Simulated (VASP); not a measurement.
# Ru (P6_3/mmc) in VASP: a series of runs

Runs on Ru. Level: PBE. Tasks: single point.

Program: VASP 6.6.1. These are calculated values, not measurements. Logs are shortened: lines on timing, memory, paths and dates and some standing lists are left out, and cuts for length are marked.

## Step 1: The cell of the first run

It takes space group P6_3/mmc (No. 194, hexagonal). The conventional cell has a = 2.612 Å, b = 2.612 Å, c = 4.134 Å, α = 90.00°, β = 90.00°, γ = 120.00°. Ru (site symmetry -6m2) has 12 Ru at 2.56 to 2.61 Å within 3.4 Å.

## Step 2: Single point, PBE

The input, INCAR:

```
  PREC = Accurate
  ENCUT = 520
  EDIFF = 1E-6
  ISMEAR = 1
  SIGMA = 0.05
  LREAL = F
  LASPH = T
  NELM = 100
  ALGO = Normal
  ISIF = 2
  LWAVE = F
  LCHARG = F
  GGA = PE
  NBANDS = 21
```

The input, KPOINTS:

```
regular mesh
0
Gamma
  12 12 7
```

The input, POSCAR:

```
Ru
1.0
    2.6124211769      0.0000000000      0.0000000000
   -1.3062105884      2.2624231069      0.0000000000
    0.0000000000      0.0000000000      4.1341289959
Ru
2
Direct
    0.3333333333      0.6666666667      0.2500000000
    0.6666666667      0.3333333333      0.7500000000
```

Potentials or basis: VASP PAW PBE potentials, release 64 (Ru_pv).

Run with:

```console
cat potpaw_PBE.64/Ru_pv/POTCAR > POTCAR
mpirun -np 1 vasp_std > vasp.out
```

OUTCAR:

```text
PREC = Accurate
   ENCUT = 520
   EDIFF = 1E-6
   ISMEAR = 1
   LREAL = F
   LASPH = T
   NELM = 100
   ISIF = 2
   GGA = PE

 ion  position               nearest neighbor table
   1  0.333  0.667  0.250-   2 2.56   2 2.56   2 2.56   2 2.56   2 2.56   2 2.56
   2  0.667  0.333  0.750-   1 2.56   1 2.56   1 2.56   1 2.56   1 2.56   1 2.56

  LATTYP: Found a hexagonal cell.
 ALAT       =     2.6124211769
 C/A-ratio  =     1.5824894670

  Lattice vectors:

 A1 = (   2.6124211769,   0.0000000000,   0.0000000000)
 A2 = (  -1.3062105884,   2.2624231069,   0.0000000000)
 A3 = (   0.0000000000,   0.0000000000,   4.1341289959)

Analysis of symmetry for initial positions (statically):
=====================================================================
 Subroutine PRICEL returns:
 Original cell was already a primitive cell.

 Routine SETGRP: Setting up the symmetry group for a
 hexagonal supercell.

 Subroutine GETGRP returns: Found 24 space group operations
 (whereof 12 operations were pure point group operations)
 out of a pool of 24 trial point group operations.

The static configuration has the point symmetry D_3d.
 The point group associated with its full space group is D_6h.

Analysis of symmetry for dynamics (positions and initial velocities):
=====================================================================
 Subroutine PRICEL returns:
 Original cell was already a primitive cell.

 Routine SETGRP: Setting up the symmetry group for a
 hexagonal supercell.

 Subroutine GETGRP returns: Found 24 space group operations
 (whereof 12 operations were pure point group operations)
 out of a pool of 24 trial point group operations.

The dynamic configuration has the point symmetry D_3d.
 The point group associated with its full space group is D_6h.

 Subroutine INISYM returns: Found 24 space group operations
 (whereof 12 operations are pure point group operations),
 and found     1 'primitive' translations

----------------------------------------------------------------------------------------

                                     Primitive cell

  volume of cell :      24.4344

  direct lattice vectors                    reciprocal lattice vectors
     2.612421177  0.000000000  0.000000000     0.382786669  0.221001986  0.000000000
    -1.306210588  2.262423107  0.000000000     0.000000000  0.442003972  0.000000000
     0.000000000  0.000000000  4.134128996     0.000000000  0.000000000  0.241888920

  length of vectors
     2.612421177  2.612421179  4.134128996     0.442003973  0.442003972  0.241888920

  position of ions in fractional coordinates (direct lattice)
     0.333333333  0.666666667  0.250000000
     0.666666667  0.333333333  0.750000000

  ion indices of the primitive-cell ions
   primitive index   ion index
                 1           1
                 2           2

----------------------------------------------------------------------------------------

 KPOINTS: regular mesh

Automatic generation of k-mesh.
 Grid dimensions read from file:
 generate k-points for:   12   12    7

 Generating k-lattice:

  Cartesian coordinates                     Fractional coordinates (reciprocal lattice)
     0.031898889  0.018416832  0.000000000     0.083333333  0.000000000  0.000000000
     0.000000000  0.036833664  0.000000000     0.000000000  0.083333333  0.000000000
     0.000000000  0.000000000  0.034555560     0.000000000  0.000000000  0.142857143

  Length of vectors
     0.036833664  0.036833664  0.034555560

  Shift w.r.t. Gamma in fractional coordinates (k-lattice)
     0.000000000  0.000000000  0.000000000

 Subroutine IBZKPT returns following result:
 ===========================================

 Found     76 irreducible k-points:

 Following reciprocal coordinates:
            Coordinates               Weight
  0.000000  0.000000  0.000000      1.000000
  0.083333  0.000000  0.000000      6.000000
  0.166667  0.000000  0.000000      6.000000
  0.250000  0.000000  0.000000      6.000000
  0.333333  0.000000  0.000000      6.000000
  0.416667  0.000000  0.000000      6.000000
[... 16 lines left out ...]
  0.250000  0.000000  0.142857     12.000000
  0.333333  0.000000  0.142857     12.000000
 [... further k-points ...]
   k-points           NKPTS =     76   k-points in BZ     NKDIM =     76   number of bands    NBANDS=     21
   number of dos      NEDOS =    301   number of ions     NIONS =      2
   total plane-waves  NPLWV =  12800
   dimension x,y,z NGX =    20 NGY =   20 NGZ =   32
   dimension x,y,z NGXF=    40 NGYF=   40 NGZF=   64
   ions per type =               2
   NGX,Y,Z   is equivalent  to a cutoff of  12.73, 12.73, 12.87 a.u.
   NGXF,Y,Z  is equivalent  to a cutoff of  25.45, 25.45, 25.74 a.u.
 SYSTEM =  unknown system
   PREC   = accura    normal or accurate (medium, high low for compatibility)
   ISTART =      0    job   : 0-new  1-cont  2-samecut
   ICHARG =      2    charge: 1-file 2-atom 10-const
   ISPIN  =      1    spin polarized calculation?
   LNONCOLLINEAR =      F non collinear calculations
   LSORBIT =      F    spin-orbit coupling
   LASPH  =      T    aspherical Exc in radial PAW
   ENCUT  =  520.0 eV  38.22 Ry    6.18 a.u.   4.86  4.86  7.69*2*pi/ulx,y,z
   NELM   =    100;   NELMIN=  2; NELMDL= -5     # of ELM steps
   EDIFF  = 0.1E-05   stopping-criterion for ELM
   LREAL  =      F    real-space projection
   EDIFFG = 0.1E-04   stopping-criterion for IOM
   NSW    =      0    number of steps for IOM
   IBRION =     -1    ionic relax: 0-MD 1-quasi-New 2-CG
   NFREE  =      0    steps in history (QN), initial steepest desc. (CG)
   ISIF   =      2    stress and relaxation
   ISYM   =      2    0-nonsym 1-usesym 2-fastsym
   POTIM  = 0.5000    time-step for ionic-motion
   TEBEG  =    0.0;   TEEND  =   0.0 temperature during run
   PSTRESS=    0.0 pullay stress
   NELECT =      28.0000    total number of electrons
   NUPDOWN=      -1.0000    fix difference up-down
   EMIN   =  10.00;   EMAX   =-10.00  energy-range for DOS
   EFERMI =   0.00;   METHOD = LEGACY
   ISMEAR =     1;   SIGMA  =   0.05  broadening in eV -4-tet -1-fermi 0-gaus
   EFERMI_NEDOS =   21; number of points for ismear=-14 and -15
   IALGO  =     38    algorithm
   IMIX   =      4    mixing-type and parameters
     AMIX     =   0.40;   BMIX     =  1.00
     AMIX_MAG =   1.60;   BMIX_MAG =  1.00
  volume/ion in A,a.u.               =      12.22        82.45
  Fermi-wavevector in a.u.,A,eV,Ry     =   1.713144  3.237372 39.931219  2.934862
  Thomas-Fermi vector in A             =   2.790942
   LORBIT       =      0    0 simple, 1 ext, 2 COOP (PROOUT), +10 PAW based schemes
   GGA     = PE    functional components
   LHFCALC =     F    Hartree Fock is set to
   AEXX    =    0.0000 exact exchange contribution
   IVDW    =     0    specifies the selected vdW correction
   LEPSILON=     F    determine dielectric tensor
   LRPA    =     F    only Hartree local field effects (RPA)
 non-spin polarized calculation
 Methfessel and Paxton  Order N= 1 SIGMA  =   0.05
  energy-cutoff  :      520.00
  volume of cell :       24.43
 maximum number of plane-waves:       687
 NGX is ok and might be reduce to    20
   NGX =  9   NGY =  9   NGZ = 15

 number of electron      28.0000001 magnetization

 Free energy of the ion-electron system (eV)
  ---------------------------------------------------
  ext. energy  EPLUGINS =         0.00000000
  ---------------------------------------------------
  free energy    TOTEN  =       -18.04909937 eV

  energy without entropy =      -18.04913728  energy(sigma->0) =      -18.04911201

 E-fermi :  14.8972     XC(G=0): -14.7868

 val. band max:       14.8801831390   @ k =   0.3333   0.1667   0.2857
 cond. band min:      14.9225659321   @ k =   0.3333   0.0833   0.2857
 fundamental gap:      0.0423827931
 Fermi energy:        14.8972497657

 k-point     1 :       0.0000    0.0000    0.0000
  band No.  band energies     occupation
      1     -29.2458      2.00000
      2     -27.9450      2.00000
      3     -27.9450      2.00000
      4     -27.7106      2.00000
      5     -27.7106      2.00000
      6     -27.6377      2.00000
[... 13 lines left out ...]
     20      25.1535      0.00000
     21      26.5509      0.00000

 k-point     2 :       0.0833    0.0000    0.0000
  band No.  band energies     occupation
      1     -29.2127      2.00000
      2     -28.0171      2.00000
      3     -27.9691      2.00000
      4     -27.7855      2.00000
      5     -27.7200      2.00000
      6     -27.6530      2.00000
[... 13 lines left out ...]
     20      25.1535      0.00000
     21      26.5097      0.00000

 k-point     3 :       0.1667    0.0000    0.0000
  band No.  band energies     occupation
      1     -29.1178      2.00000
      2     -28.2137      2.00000
      3     -28.0327      2.00000
      4     -27.9851      2.00000
      5     -27.7476      2.00000
      6     -27.6990      2.00000
[... 13 lines left out ...]
     20      25.1535      0.00000
     21      26.3429      0.00000

 k-point     4 :       0.2500    0.0000    0.0000
  band No.  band energies     occupation
      1     -28.9740      2.00000
      2     -28.4814      2.00000
      3     -28.2465      2.00000
      4     -28.1154      2.00000
      5     -27.7885      2.00000
      6     -27.7757      2.00000
[... 13 lines left out ...]
     20      25.1533      0.00000
     21      26.0585      0.00000

 k-point     5 :       0.3333    0.0000    0.0000
  band No.  band energies     occupation
      1     -28.8033      2.00000
      2     -28.7472      2.00000
      3     -28.4964      2.00000
      4     -28.1947      2.00000
      5     -27.8787      2.00000
      6     -27.8315      2.00000
[... 13 lines left out ...]
     20      25.4002      0.00000
     21      25.6816      0.00000

 k-point     6 :       0.4167    0.0000    0.0000
  band No.  band energies     occupation
      1     -28.9400      2.00000
      2     -28.6733      2.00000
      3     -28.6429      2.00000
      4     -28.2511      2.00000
      5     -27.9893      2.00000
      6     -27.8639      2.00000
[... 13 lines left out ...]
     20      25.1531      0.00000
     21      26.7166      0.00000

 k-point     7 :       0.5000    0.0000    0.0000
  band No.  band energies     occupation
      1     -29.0101      2.00000
      2     -28.7369      2.00000
      3     -28.5668      2.00000
      4     -28.2715      2.00000
      5     -28.0471      2.00000
      6     -27.8759      2.00000
[... 13 lines left out ...]
     20      25.1526      0.00000
     21      26.9786      0.00000
[... 291 lines left out ...]
      1     -29.1712      2.00000
      2     -27.9335      2.00000
      3     -27.9335      2.00000
      4     -27.7230      2.00000
      5     -27.7223      2.00000
      6     -27.7223      2.00000
[... 13 lines left out ...]
     20      25.1534      0.00000
     21      27.5426      0.00000

 k-point    21 :       0.0833    0.0000    0.1429
  band No.  band energies     occupation
      1     -29.1425      2.00000
      2     -28.0034      2.00000
      3     -27.9570      2.00000
      4     -27.8302      2.00000
      5     -27.7325      2.00000
      6     -27.7019      2.00000
[... 13 lines left out ...]
     20      25.1535      0.00000
     21      27.5209      0.00000

 k-point    22 :       0.1667    0.0000    0.1429
  band No.  band energies     occupation
      1     -29.0626      2.00000
      2     -28.1925      2.00000
      3     -28.0366      2.00000
      4     -28.0188      2.00000
      5     -27.7620      2.00000
      6     -27.7303      2.00000
[... 13 lines left out ...]
     20      25.1534      0.00000
     21      27.4394      0.00000

 k-point    23 :       0.2500    0.0000    0.1429
  band No.  band energies     occupation
      1     -28.9558      2.00000
      2     -28.4384      2.00000
      3     -28.2944      2.00000
      4     -28.0995      2.00000
      5     -27.8050      2.00000
      6     -27.7908      2.00000
[... 13 lines left out ...]
     20      25.1533      0.00000
     21      27.3886      0.00000

 k-point    24 :       0.3333    0.0000    0.1429
  band No.  band energies     occupation
      1     -28.9108      2.00000
      2     -28.6216      2.00000
      3     -28.5152      2.00000
      4     -28.1771      2.00000
      5     -27.8759      2.00000
      6     -27.8499      2.00000
[... 13 lines left out ...]
     20      25.1533      0.00000
     21      27.4448      0.00000

 [... further k-points ...]
[... 5 lines left out ...]
  --------------------------------------------------------------------------------------
  -------------------------------------------------------------------------------------
  Total        7.4015163      7.4015163      7.9151765      0.0000000      0.0000000     -0.0000000
  in kB      485.3222870    485.3222880    519.0033232      0.0000000      0.0000000     -0.0000000
  external PRESSURE =     496.5492994 kB  Pullay stress =       0.0000000 kB

 VOLUME and BASIS-vectors are now :
 -----------------------------------------------------------------------------
  energy-cutoff  :      520.00
  volume of cell :       24.43
      direct lattice vectors                 reciprocal lattice vectors
     2.612421177  0.000000000  0.000000000     0.382786669  0.221001986  0.000000000
    -1.306210588  2.262423107  0.000000000     0.000000000  0.442003972  0.000000000
     0.000000000  0.000000000  4.134128996     0.000000000  0.000000000  0.241888920

 POSITION                                       TOTAL-FORCE (eV/Angst)
 -----------------------------------------------------------------------------------
     -0.00000      1.50828      1.03353         0.000000      0.000000      0.000000
      1.30621      0.75414      3.10060        -0.000000     -0.000000      0.000000
 -----------------------------------------------------------------------------------
    total drift:                               -0.000000      0.000000     -0.000000

  FREE ENERGIE OF THE ION-ELECTRON SYSTEM (eV)
  ---------------------------------------------------
  free  energy   TOTEN  =       -18.0490993677 eV

  energy  without entropy=      -18.0491372821  energy(sigma->0) =      -18.04911201
```

It took 43 s on 1 thread of Intel Xeon Platinum 8259CL at 2.50GHz (Skylake/Cascade Lake), shared host; peak memory 0.15 GiB.

What came out:

```
Free energy            : -18.0491 eV
Pressure               : 49.7 GPa
Band gap on the k mesh : zero (band 14 reaches 16.56 eV, above the bottom of band 15 at 13.05 eV)
```

## Step 3: Single point, PBE

This run uses another cell than the first one, of 12.56 Å³/atom, 1.028 times its volume.

The input, INCAR:

```
PREC = Accurate ; ENCUT = 520
EDIFF = 1E-6 ; ISMEAR = 1
SIGMA = 0.05 ; LREAL = False
LASPH = True ; NELM = 100
ALGO = Normal ; ISIF = 2
LWAVE = False ; LCHARG = False
GGA = PE ; NBANDS = 21
```

KPOINTS is that of step 2.

The input, POSCAR:

```
Ru
1.0
    2.6363896825      0.0000000000      0.0000000000
   -1.3181948412      2.2831804417      0.0000000000
    0.0000000000      0.0000000000      4.1720589036
Ru
2
Direct
    0.3333333333      0.6666666667      0.2500000000
    0.6666666667      0.3333333333      0.7500000000
```

Potentials or basis: VASP PAW PBE potentials, release 64 (Ru_pv).

Run with:

```console
cat potpaw_PBE.64/Ru_pv/POTCAR > POTCAR
mpirun -np 1 vasp_std > vasp.out
```

Wall time 29 s (1 thread of Intel Xeon Platinum 8259CL at 2.50GHz (Skylake/Cascade Lake), shared host); peak memory 0.15 GiB.

It converged, with:

| Property | Result |
| --- | --- |
| Free energy | -18.2299 eV |
| Pressure | 35.8 GPa |
| Band gap on the k mesh | zero (band 14 reaches 15.94 eV, above the bottom of band 15 at 12.58 eV) |

Stress tensor (GPa, compression positive):
```
34.93  0.00  0.00
 0.00 34.93  0.00
 0.00  0.00 37.39
```

Levels at points of the mesh, in eV from the Fermi level:
```tsv
k point	band 10	band 11	band 12	band 13	band 14	band 15	band 16	band 17	band 18	band 19
(0.00, 0.00, 0.00)	-2.97	-2.75	-2.19	-2.19	-1.59	-1.59	1.29	1.29	1.38	10.28
(0.50, 0.00, 0.00)	-3.42	-2.32	-1.95	-1.71	1.59	2.06	2.15	4.49	6.70	10.28
```

[end of part 1 of 3]
